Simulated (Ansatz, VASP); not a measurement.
## Two plane-wave programs on ScFeC4N4

```xyz
10
Lattice="5.9696 0.0000 0.0000 0.0000 5.9696 0.0000 0.0000 0.0000 5.9696" Properties=species:S:1:pos:R:3 pbc="T T T"
Sc    2.9848    2.9848    2.9848
Fe    0.0000    0.0000    0.0000
C     1.1006    1.1006    1.1006
C     1.1006    4.8690    4.8690
C     4.8690    1.1006    4.8690
C     4.8690    4.8690    1.1006
N     1.7845    1.7845    1.7845
N     1.7845    4.1851    4.1851
N     4.1851    1.7845    4.1851
N     4.1851    4.1851    1.7845
```

Alike in both runs: functional PBE; k mesh 4 × 4 × 4; occupations gaussian, width 0.1 eV; collinear spin.

Ansatz relaxed the structure, and its values are those at the end. VASP's run is a single point on that final structure, the one shown.

|  | VASP | Ansatz |
| --- | --- | --- |
| version | VASP 6.6.1 | Ansatz 0.2.0 |
| potentials or method | VASP PAW PBE potentials, release 64 (Sc_sv, Fe, C, N), cutoff 520 eV | scalar-relativistic, plane waves, PAW |
| valence electrons in the cell | 55 | 63 |

VASP gave:

| Property | Result |
| --- | --- |
| gap on the k mesh at the Fermi level (eV) | 0.72 |
| least direct gap on the mesh (eV) | 0.72 |
| pressure (GPa) | 0.3 |
| rms of the force components (eV/Å) | 0.140 |
| net moment per atom (μB) | 0.30 |
| size of the moment on the site where the two differ most (μB) | 2.23 |

Problem. Estimate Ansatz's values.

Solution. gap on the k mesh at the Fermi level (eV): 0.71; least direct gap on the mesh (eV): 0.71; pressure (GPa): -0.2; rms of the force components (eV/Å): 0.020; net moment per atom (μB): 0.30; size of the moment on the site where the two differ most (μB): 1.90.

Site moments also hang on the region over which each program counts them. One of these differences is far larger than is usual between the two programs; its cause wasn't traced. The functional is the same, so the differences come from potentials, cutoffs and numerics. VASP's potentials hold 55 valence electrons a cell and Ansatz's 63, so a difference there can come from the potentials and not from the codes.

Noted on VASP's run: the standard files for N, O and F lose accuracy on very short bonds.
